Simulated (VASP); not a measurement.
# Li3ClO (P4/mmm) in VASP: further runs

Li3ClO is run at these levels: LDA; tasks: single point.

Everything below comes from runs of VASP 6.6.1. Logs are shortened: lines on timing, memory, paths and dates and some standing lists are left out, and cuts for length are marked.

## (1) The cell of the first run

It takes space group P4/mmm (No. 123, tetragonal). Conventional cell: a = 3.962 Å, b = 3.962 Å, c = 3.803 Å, α = 90.00°, β = 90.00°, γ = 90.00°. Li (site symmetry mmm) has 2 O at 1.98 Å within 2.6 Å. Within 2.5 Å of Li (site symmetry 4/mmm) lie 2 O at 1.90 Å. Cl (site symmetry 4/mmm) has 12 Li at 2.75 to 2.80 Å and 8 O at 3.39 Å within 3.6 Å. O (site symmetry 4/mmm) has 6 Li at 1.90 to 1.98 Å within 2.5 Å.

## (2) Single point, LDA

INCAR reads:

```
PREC = Accurate
ENCUT = 520
EDIFF = 1E-6
ISMEAR = 0
SIGMA = 0.05
LREAL = F
LASPH = T
NELM = 60
ALGO = Normal
ISIF = 2
LWAVE = F
LCHARG = F
GGA = CA
NBANDS = 19
```

KPOINTS reads:

```
Automatic mesh
0
Gamma
  6 6 6
```

POSCAR reads:

```
Li3ClO
1.0
    3.9618825168      0.0000000000      0.0000000000
    0.0000000000      3.9618825168      0.0000000000
    0.0000000000      0.0000000000      3.8034072161
Li Cl O
3 1 1
Direct
    0.0000000000      0.5000000000      0.5000000000
    0.5000000000      0.0000000000      0.5000000000
    0.5000000000      0.5000000000      0.0000000000
    0.0000000000      0.0000000000      0.0000000000
    0.5000000000      0.5000000000      0.5000000000
```

Potentials or basis: VASP PAW LDA potentials, release 64 (Li_sv, Cl, O).

Command:

```
cat potpaw_LDA.64/Li_sv/POTCAR potpaw_LDA.64/Cl/POTCAR potpaw_LDA.64/O/POTCAR > POTCAR
mpirun -np 1 vasp_std > vasp.out
```

OUTCAR:

```text
PREC = Accurate
   ENCUT = 520
   EDIFF = 1E-6
   ISMEAR = 0
   LREAL = F
   LASPH = T
   NELM = 60
   ISIF = 2
   GGA = CA

 ion  position               nearest neighbor table
   1  0.000  0.500  0.500-   5 1.98   5 1.98
   2  0.500  0.000  0.500-   5 1.98   5 1.98
   3  0.500  0.500  0.000-   5 1.90   5 1.90
   4  0.000  0.000  0.000-
   5  0.500  0.500  0.500-   3 1.90   3 1.90   1 1.98   2 1.98   2 1.98   1 1.98

  LATTYP: Found a simple tetragonal cell.
 ALAT       =     3.9618825168
 C/A-ratio  =     0.9600000000

  Lattice vectors:

 A1 = (   3.9618825168,   0.0000000000,   0.0000000000)
 A2 = (   0.0000000000,   3.9618825168,   0.0000000000)
 A3 = (   0.0000000000,   0.0000000000,   3.8034072161)

Analysis of symmetry for initial positions (statically):
=====================================================================
 Subroutine PRICEL returns:
 Original cell was already a primitive cell.

 Routine SETGRP: Setting up the symmetry group for a
 simple tetragonal supercell.

 Subroutine GETGRP returns: Found 16 space group operations
 (whereof 16 operations were pure point group operations)
 out of a pool of 16 trial point group operations.

The static configuration has the point symmetry D_4h.

Analysis of symmetry for dynamics (positions and initial velocities):
=====================================================================
 Subroutine PRICEL returns:
 Original cell was already a primitive cell.

 Routine SETGRP: Setting up the symmetry group for a
 simple tetragonal supercell.

 Subroutine GETGRP returns: Found 16 space group operations
 (whereof 16 operations were pure point group operations)
 out of a pool of 16 trial point group operations.

The dynamic configuration has the point symmetry D_4h.

 Subroutine INISYM returns: Found 16 space group operations
 (whereof 16 operations are pure point group operations),
 and found     1 'primitive' translations

----------------------------------------------------------------------------------------

                                     Primitive cell

  volume of cell :      59.7002

  direct lattice vectors                    reciprocal lattice vectors
     3.961882517  0.000000000  0.000000000     0.252405263  0.000000000  0.000000000
     0.000000000  3.961882517  0.000000000     0.000000000  0.252405263  0.000000000
     0.000000000  0.000000000  3.803407216     0.000000000  0.000000000  0.262922149

  length of vectors
     3.961882517  3.961882517  3.803407216     0.252405263  0.252405263  0.262922149

  position of ions in fractional coordinates (direct lattice)
     0.000000000  0.500000000  0.500000000
     0.500000000  0.000000000  0.500000000
     0.500000000  0.500000000  0.000000000
     0.000000000  0.000000000  0.000000000
     0.500000000  0.500000000  0.500000000

  ion indices of the primitive-cell ions
   primitive index   ion index
                 1           1
                 2           2
                 3           3
                 4           4
                 5           5

----------------------------------------------------------------------------------------

 KPOINTS: Automatic mesh

Automatic generation of k-mesh.
 Grid dimensions read from file:
 generate k-points for:    6    6    6

 Generating k-lattice:

  Cartesian coordinates                     Fractional coordinates (reciprocal lattice)
     0.042067544  0.000000000  0.000000000     0.166666667  0.000000000  0.000000000
     0.000000000  0.042067544  0.000000000     0.000000000  0.166666667  0.000000000
     0.000000000  0.000000000  0.043820358     0.000000000  0.000000000  0.166666667

  Length of vectors
     0.042067544  0.042067544  0.043820358

  Shift w.r.t. Gamma in fractional coordinates (k-lattice)
     0.000000000  0.000000000  0.000000000

 Subroutine IBZKPT returns following result:
 ===========================================

 Found     40 irreducible k-points:

 Following reciprocal coordinates:
            Coordinates               Weight
  0.000000  0.000000  0.000000      1.000000
  0.166667  0.000000  0.000000      4.000000
  0.333333  0.000000  0.000000      4.000000
  0.500000  0.000000  0.000000      2.000000
  0.166667  0.166667  0.000000      4.000000
  0.333333  0.166667  0.000000      8.000000
[... 16 lines left out ...]
  0.333333  0.000000  0.333333      8.000000
  0.500000  0.000000  0.333333      4.000000
 [... further k-points ...]
   k-points           NKPTS =     40   k-points in BZ     NKDIM =     40   number of bands    NBANDS=     19
   number of dos      NEDOS =    301   number of ions     NIONS =      5
   total plane-waves  NPLWV =  25200
   dimension x,y,z NGX =    30 NGY =   30 NGZ =   28
   dimension x,y,z NGXF=    60 NGYF=   60 NGZF=   56
   ions per type =               3   1   1
   NGX,Y,Z   is equivalent  to a cutoff of  12.59, 12.59, 12.24 a.u.
   NGXF,Y,Z  is equivalent  to a cutoff of  25.18, 25.18, 24.48 a.u.
 SYSTEM =  unknown system
   PREC   = accura    normal or accurate (medium, high low for compatibility)
   ISTART =      0    job   : 0-new  1-cont  2-samecut
   ICHARG =      2    charge: 1-file 2-atom 10-const
   ISPIN  =      1    spin polarized calculation?
   LNONCOLLINEAR =      F non collinear calculations
   LSORBIT =      F    spin-orbit coupling
   LASPH  =      T    aspherical Exc in radial PAW
   ENCUT  =  520.0 eV  38.22 Ry    6.18 a.u.   7.37  7.37  7.07*2*pi/ulx,y,z
   NELM   =     60;   NELMIN=  2; NELMDL= -5     # of ELM steps
   EDIFF  = 0.1E-05   stopping-criterion for ELM
   LREAL  =      F    real-space projection
   EDIFFG = 0.1E-04   stopping-criterion for IOM
   NSW    =      0    number of steps for IOM
   IBRION =     -1    ionic relax: 0-MD 1-quasi-New 2-CG
   NFREE  =      0    steps in history (QN), initial steepest desc. (CG)
   ISIF   =      2    stress and relaxation
   ISYM   =      2    0-nonsym 1-usesym 2-fastsym
   POTIM  = 0.5000    time-step for ionic-motion
   TEBEG  =    0.0;   TEEND  =   0.0 temperature during run
   PSTRESS=    0.0 pullay stress
   NELECT =      22.0000    total number of electrons
   NUPDOWN=      -1.0000    fix difference up-down
   EMIN   =  10.00;   EMAX   =-10.00  energy-range for DOS
   EFERMI =   0.00;   METHOD = LEGACY
   ISMEAR =     0;   SIGMA  =   0.05  broadening in eV -4-tet -1-fermi 0-gaus
   EFERMI_NEDOS =   21; number of points for ismear=-14 and -15
   IALGO  =     38    algorithm
   IMIX   =      4    mixing-type and parameters
     AMIX     =   0.40;   BMIX     =  1.00
     AMIX_MAG =   1.60;   BMIX_MAG =  1.00
  volume/ion in A,a.u.               =      11.94        80.58
  Fermi-wavevector in a.u.,A,eV,Ry     =   1.173700  2.217971 18.742996  1.377571
  Thomas-Fermi vector in A             =   2.310109
   LORBIT       =      0    0 simple, 1 ext, 2 COOP (PROOUT), +10 PAW based schemes
   GGA     = CA    functional components
   LHFCALC =     F    Hartree Fock is set to
   AEXX    =    0.0000 exact exchange contribution
   IVDW    =     0    specifies the selected vdW correction
   LEPSILON=     F    determine dielectric tensor
   LRPA    =     F    only Hartree local field effects (RPA)
 non-spin polarized calculation
 Gauss-broadening in eV      SIGMA  =   0.05
  energy-cutoff  :      520.00
  volume of cell :       59.70
 maximum number of plane-waves:      1626
 NGX is ok and might be reduce to    30

 number of electron      21.9999975 magnetization

 Free energy of the ion-electron system (eV)
  ---------------------------------------------------
  ext. energy  EPLUGINS =         0.00000000
  ---------------------------------------------------
  free energy    TOTEN  =       -23.61650771 eV

  energy without entropy =      -23.61650771  energy(sigma->0) =      -23.61650771

 E-fermi :   1.7994     XC(G=0):  -9.5444

 val. band max:        1.5233175322   @ k =   0.5000   0.5000   0.0000
 cond. band min:       6.0348210954   @ k =   0.5000   0.0000   0.5000
 fundamental gap:      4.5115035632
 Fermi energy:         1.7993654382

 k-point     1 :       0.0000    0.0000    0.0000
  band No.  band energies     occupation
      1     -41.0140      2.00000
      2     -40.9673      2.00000
      3     -40.6965      2.00000
      4     -13.3336      2.00000
      5     -12.4554      2.00000
      6      -1.5108      2.00000
[... 11 lines left out ...]
     18      13.3043      0.00000
     19      13.7727      0.00000

 k-point     2 :       0.1667    0.0000    0.0000
  band No.  band energies     occupation
      1     -41.0105      2.00000
      2     -40.9700      2.00000
      3     -40.6969      2.00000
      4     -13.2811      2.00000
      5     -12.5177      2.00000
      6      -1.6046      2.00000
[... 11 lines left out ...]
     18      12.8909      0.00000
     19      13.1281      0.00000

 k-point     3 :       0.3333    0.0000    0.0000
  band No.  band energies     occupation
      1     -41.0012      2.00000
      2     -40.9777      2.00000
      3     -40.6978      2.00000
      4     -13.1396      2.00000
      5     -12.6777      2.00000
      6      -1.8159      2.00000
[... 11 lines left out ...]
     18      12.6457      0.00000
     19      12.8192      0.00000

 k-point     4 :       0.5000    0.0000    0.0000
  band No.  band energies     occupation
      1     -40.9904      2.00000
      2     -40.9875      2.00000
      3     -40.6982      2.00000
      4     -13.0033      2.00000
      5     -12.8229      2.00000
      6      -1.9295      2.00000
[... 11 lines left out ...]
     18      12.4203      0.00000
     19      14.6025      0.00000

 k-point     5 :       0.1667    0.1667    0.0000
  band No.  band energies     occupation
      1     -41.0074      2.00000
      2     -40.9722      2.00000
      3     -40.6974      2.00000
      4     -13.2352      2.00000
      5     -12.5674      2.00000
      6      -1.7546      2.00000
[... 11 lines left out ...]
     18      12.7613      0.00000
     19      13.2251      0.00000

 k-point     6 :       0.3333    0.1667    0.0000
  band No.  band energies     occupation
      1     -40.9991      2.00000
      2     -40.9788      2.00000
      3     -40.6983      2.00000
      4     -13.1166      2.00000
      5     -12.6933      2.00000
      6      -1.9663      2.00000
[... 11 lines left out ...]
     18      12.8518      0.00000
     19      13.5074      0.00000

 k-point     7 :       0.5000    0.1667    0.0000
  band No.  band energies     occupation
      1     -40.9896      2.00000
      2     -40.9875      2.00000
      3     -40.6987      2.00000
      4     -13.0175      2.00000
      5     -12.7957      2.00000
      6      -2.0741      2.00000
[... 11 lines left out ...]
     18      12.9198      0.00000
     19      15.1370      0.00000

 k-point     8 :       0.3333    0.3333    0.0000
  band No.  band energies     occupation
      1     -40.9939      2.00000
      2     -40.9822      2.00000
      3     -40.6992      2.00000
      4     -13.0694      2.00000
      5     -12.7245      2.00000
      6      -2.1900      2.00000
[... 256 lines left out ...]
 k-point    20 :       0.5000    0.5000    0.1667
  band No.  band energies     occupation
      1     -40.9870      2.00000
      2     -40.9870      2.00000
      3     -40.6999      2.00000
      4     -13.0834      2.00000
      5     -12.6694      2.00000
      6      -2.2995      2.00000
[... 11 lines left out ...]
     18      15.3549      0.00000
     19      15.4271      0.00000

 k-point    21 :       0.0000    0.0000    0.3333
  band No.  band energies     occupation
      1     -41.0102      2.00000
      2     -40.9669      2.00000
      3     -40.6986      2.00000
      4     -13.1452      2.00000
      5     -12.6616      2.00000
      6      -1.8197      2.00000
[... 11 lines left out ...]
     18      12.2881      0.00000
     19      13.4537      0.00000

 k-point    22 :       0.1667    0.0000    0.3333
  band No.  band energies     occupation
      1     -41.0071      2.00000
      2     -40.9696      2.00000
      3     -40.6987      2.00000
      4     -13.1254      2.00000
      5     -12.6735      2.00000
      6      -1.9552      2.00000
[... 11 lines left out ...]
     18      12.7664      0.00000
     19      13.9953      0.00000

 k-point    23 :       0.3333    0.0000    0.3333
  band No.  band energies     occupation
      1     -40.9988      2.00000
      2     -40.9770      2.00000
      3     -40.6987      2.00000
      4     -13.0869      2.00000
      5     -12.6951      2.00000
      6      -2.1571      2.00000
[... 11 lines left out ...]
     18      13.7207      0.00000
     19      14.6375      0.00000

 k-point    24 :       0.5000    0.0000    0.3333
  band No.  band energies     occupation
      1     -40.9883      2.00000
      2     -40.9871      2.00000
      3     -40.6988      2.00000
      4     -13.0687      2.00000
      5     -12.7044      2.00000
      6      -2.2441      2.00000
[... 11 lines left out ...]
     18      14.6100      0.00000
     19      15.4479      0.00000

 [... further k-points ...]

------------------------ aborting loop because EDIFF is reached ----------------------------------------

  FORCE on cell =-STRESS in cart. coord.  units (eV):
  Direction    XX          YY          ZZ          XY          YZ          ZX
  --------------------------------------------------------------------------------------
  -------------------------------------------------------------------------------------
  Total       -2.3130563     -2.3130563     -1.4405864      0.0000000     -0.0000000      0.0000000
  in kB      -62.0755789    -62.0755789    -38.6610702      0.0000000     -0.0000000      0.0000000
  external PRESSURE =     -54.2707426 kB  Pullay stress =       0.0000000 kB

 VOLUME and BASIS-vectors are now :
 -----------------------------------------------------------------------------
  energy-cutoff  :      520.00
  volume of cell :       59.70
      direct lattice vectors                 reciprocal lattice vectors
     3.961882517  0.000000000  0.000000000     0.252405263  0.000000000  0.000000000
     0.000000000  3.961882517  0.000000000     0.000000000  0.252405263  0.000000000
     0.000000000  0.000000000  3.803407216     0.000000000  0.000000000  0.262922149

 POSITION                                       TOTAL-FORCE (eV/Angst)
 -----------------------------------------------------------------------------------
      0.00000      1.98094      1.90170         0.000000      0.000000      0.000000
      1.98094      0.00000      1.90170         0.000000      0.000000      0.000000
      1.98094      1.98094      0.00000         0.000000      0.000000      0.000000
      0.00000      0.00000      0.00000         0.000000      0.000000      0.000000
      1.98094      1.98094      1.90170         0.000000      0.000000      0.000000
 -----------------------------------------------------------------------------------
    total drift:                                0.000000      0.000000      0.000000

  FREE ENERGIE OF THE ION-ELECTRON SYSTEM (eV)
  ---------------------------------------------------
  free  energy   TOTEN  =       -23.6165077058 eV

  energy  without entropy=      -23.6165077058  energy(sigma->0) =      -23.61650771
```

It took 26 s on 1 thread of Intel Xeon Platinum 8488C (Sapphire Rapids), shared host; peak memory 0.16 GiB.

Results:

- Free energy: -23.6165 eV
- Band gap on the k mesh: 4.51 eV (least direct gap 4.52 eV)

Levels at points of the mesh, in eV from the valence-band top:
```
           k point  band 7  band 8  band 9  band 10  band 11  band 12  band 13  band 14  band 15  band 16
(0.00, 0.00, 0.00)   -3.03   -2.80   -0.59    -0.51    -0.51     4.57     6.78     7.02    11.31    11.31
(0.50, 0.00, 0.00)   -2.40   -2.20   -1.16    -1.14    -1.03     6.31     6.43     8.81     8.82     8.99
(0.50, 0.50, 0.00)   -3.91   -2.01   -0.97     0.00     0.00     4.79     6.58     8.00     8.00     9.90
(0.00, 0.00, 0.50)   -2.34   -2.34   -1.11    -1.11    -0.99     6.19     6.23     8.54     8.54     9.17
(0.50, 0.00, 0.50)   -3.84   -2.14   -0.91    -0.04    -0.01     4.51     6.66     7.53     7.67     9.85
(0.50, 0.50, 0.50)   -3.51   -3.51   -0.74    -0.74    -0.72     8.25     8.25     8.64     8.64     8.74
```

Caveat: the cutoff is under 1.25 times the usual one of these potentials, so pressure, stress and relaxed cells hold a basis-set (Pulay) error. A k mesh can miss the band edges.

## (3) Single point, LDA

This run uses another cell than the first one, of the same volume but with other edges.

INCAR reads:

```
SYSTEM = Li3ClO
PREC = Accurate
ENCUT = 520
EDIFF = 1E-7
ISMEAR = 0
SIGMA = 0.05
LREAL = .False.
LASPH = .True.
NELM = 100
ALGO = Normal
ISIF = 2
LWAVE = .False.
LCHARG = .True.
LELF = .True.
LVHAR = .True.
NBANDS = 19
```

KPOINTS reads:

```
regular mesh
0
Gamma
  6 6 6
  0 0 0
```

Changes to POSCAR since step 2:

```diff
@@ -2,5 +2,5 @@
 1.0
-    3.9618825168      0.0000000000      0.0000000000
-    0.0000000000      3.9618825168      0.0000000000
-    0.0000000000      0.0000000000      3.8034072161
+    3.8452882813      0.0000000000      0.0000000000
+    0.0000000000      3.8452882813      0.0000000000
+    0.0000000000      0.0000000000      4.0375526953
 Li Cl O
```

Potentials or basis: VASP PAW LDA potentials, release 64 (Li_sv, Cl, O).

Command:

```
cat potpaw_LDA.64/Li_sv/POTCAR potpaw_LDA.64/Cl/POTCAR potpaw_LDA.64/O/POTCAR > POTCAR
mpirun -np 1 vasp_std > vasp.out
```

Run time: 33 s. Hardware: 1 thread of Intel Xeon Platinum 8488C (Sapphire Rapids), shared host; peak memory 0.17 GiB.

The run converged. Its results:

| Property | Result |
| --- | --- |
| Free energy | -23.6134 eV |
| Band gap on the k mesh | 4.39 eV (least direct gap 4.44 eV) |

Levels at points of the mesh, in eV from the valence-band top:
| k point | band 9 | band 10 | band 11 | band 12 | band 13 | band 14 |
| --- | --- | --- | --- | --- | --- | --- |
| (0.00, 0.00, 0.00) | -0.58 | -0.58 | -0.46 | 4.57 | 6.78 | 7.02 |
| (0.50, 0.00, 0.00) | -1.14 | -1.12 | -1.01 | 6.21 | 6.30 | 8.54 |
| (0.50, 0.50, 0.00) | -0.89 | -0.05 | -0.05 | 4.39 | 6.70 | 7.43 |
| (0.00, 0.00, 0.50) | -1.17 | -1.17 | -1.05 | 6.38 | 6.49 | 8.65 |
| (0.50, 0.00, 0.50) | -0.96 | -0.02 | 0.00 | 4.70 | 6.59 | 7.79 |
| (0.50, 0.50, 0.50) | -0.75 | -0.73 | -0.73 | 7.98 | 8.58 | 8.66 |

Caveat: the cutoff is under 1.25 times the usual one of these potentials, so pressure, stress and relaxed cells hold a basis-set (Pulay) error. A k mesh can miss the band edges.
